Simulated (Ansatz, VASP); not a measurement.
Two plane-wave programs on Ga3As2P

Contents of INCAR:

```
SYSTEM = Ga3As2P
PREC = Accurate ; ENCUT = 520
EDIFF = 1E-6 ; ISMEAR = 0
SIGMA = 0.1 ; LREAL = .False.
LASPH = .True. ; NELM = 60
ALGO = Normal ; ISIF = 2
LWAVE = .False. ; LCHARG = .True.
GGA = PE ; LELF = .True.
LVHAR = .True. ; NBANDS = 66
```

File KPOINTS:

```
regular mesh
0
Gamma
  4 2 4
  0 0 0
```

POSCAR

```
Ga3As2P
1.0
    0.0000000000     -4.0032202340      0.0000000000
    8.0064404680      0.0000000000      0.0000000000
   -2.0016101170      2.0016101170      8.5041398279
Ga P As
6 2 4
Direct
    0.8292765389      0.4146382695      0.6585530779
    0.8292765389      0.9146382695      0.6585530779
    0.5000000000      0.2500000000      0.0000000000
    0.5000000000      0.7500000000      0.0000000000
    0.1707234611      0.0853617305      0.3414469221
    0.1707234611      0.5853617305      0.3414469221
    0.7500000000      0.1250000000      0.5000000000
    0.7500000000      0.6250000000      0.5000000000
    0.4146771752      0.4573385876      0.8293543504
    0.4146771752      0.9573385876      0.8293543504
    0.0853228248      0.2926614124      0.1706456496
    0.0853228248      0.7926614124      0.1706456496
```

Input for Ansatz:

```yaml
crystal:
  lattice:
    - [0.0, -4.003220234, 0.0]
    - [8.006440468, 0.0, 0.0]
    - [-2.001610117, 2.001610117, 8.5041398279]
  atoms:
    - { symbol: Ga, position: [0.8292765389, 0.4146382695, 0.6585530779] }
    - { symbol: Ga, position: [0.8292765389, 0.9146382695, 0.6585530779] }
    - { symbol: Ga, position: [0.5, 0.25, 0.0] }
    - { symbol: Ga, position: [0.5, 0.75, 0.0] }
    - { symbol: Ga, position: [0.1707234611, 0.0853617305, 0.3414469221] }
    - { symbol: Ga, position: [0.1707234611, 0.5853617305, 0.3414469221] }
    - { symbol: P, position: [0.75, 0.125, 0.5] }
    - { symbol: P, position: [0.75, 0.625, 0.5] }
    - { symbol: As, position: [0.4146771752, 0.4573385876, 0.8293543504] }
    - { symbol: As, position: [0.4146771752, 0.9573385876, 0.8293543504] }
    - { symbol: As, position: [0.0853228248, 0.2926614124, 0.1706456496] }
    - { symbol: As, position: [0.0853228248, 0.7926614124, 0.1706456496] }
basis:
  ecutwfc: 420
kpoints:
  mp_grid: { grid: [4, 2, 4] }
hamiltonian:
  xc: pbe
scf:
  occupations: { method: gaussian, width: 0.1 }
  lower_state_search: "off"
output:
  forces: true
  stress: true
  eigenvalues: true
```

Alike in both runs: task single point; functional PBE; k mesh 4 × 2 × 4; occupations gaussian, width 0.1 eV; no spin polarisation.

|  | VASP | Ansatz |
| --- | --- | --- |
| version | VASP 6.6.1 | Ansatz 0.2.0 |
| potentials or method | VASP PAW PBE potentials, release 64 (Ga_d, P, As), cutoff 520 eV | scalar-relativistic, plane waves, PAW |
| valence electrons in the cell | 108 | 148 |

```csv
,VASP,Ansatz,Ansatz less VASP
gap on the k mesh at the Fermi level (eV),0.58,0.58,0.000
least direct gap on the mesh (eV),0.58,0.58,0.000
pressure (GPa),0.2,0.1,-0.11
"traceless stress, the component that is largest in VASP (GPa)",-0.74,-0.74,0.000
```

VASP's potentials hold 108 valence electrons a cell and Ansatz's 148, so a difference there can come from the potentials and not from the codes.
